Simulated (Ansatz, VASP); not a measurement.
## Two plane-wave programs on Ga

```xyz
4
Lattice="2.2353 -3.7968 0.0000 2.2353 3.7968 0.0000 0.0000 0.0000 4.4922" Properties=species:S:1:pos:R:3 pbc="T T T"
Ga    2.2353   -2.6122    0.3737
Ga    2.2353   -1.1846    2.6198
Ga    2.2353    2.6122    4.1185
Ga    2.2353    1.1846    1.8724
```

Alike in both runs: functional PBEsol; k mesh 12 × 12 × 10; occupations gaussian, width 0.1 eV; no spin polarisation.

Ansatz relaxed the structure, and its values are those at the end. VASP's run is a single point on that final structure, the one shown.

```csv
,VASP,Ansatz
version,VASP 6.6.1,Ansatz 0.2.0
potentials or method,"VASP PAW PBE potentials, release 64 (Ga_d), cutoff 520 eV","scalar-relativistic, plane waves, PAW"
valence electrons in the cell,52,52
```

VASP gave:

```
gap on the k mesh at the Fermi level (eV) : none
pressure (GPa)                            : 0.0
rms of the force components (eV/Å)        : 0.003
```

Which values does Ansatz return?

gap on the k mesh at the Fermi level (eV): none; pressure (GPa): 0.0; rms of the force components (eV/Å): 0.000.

VASP's potentials were made for PBE, not for PBEsol. A gap of «none» marks a metal or a gap that the smearing closes.
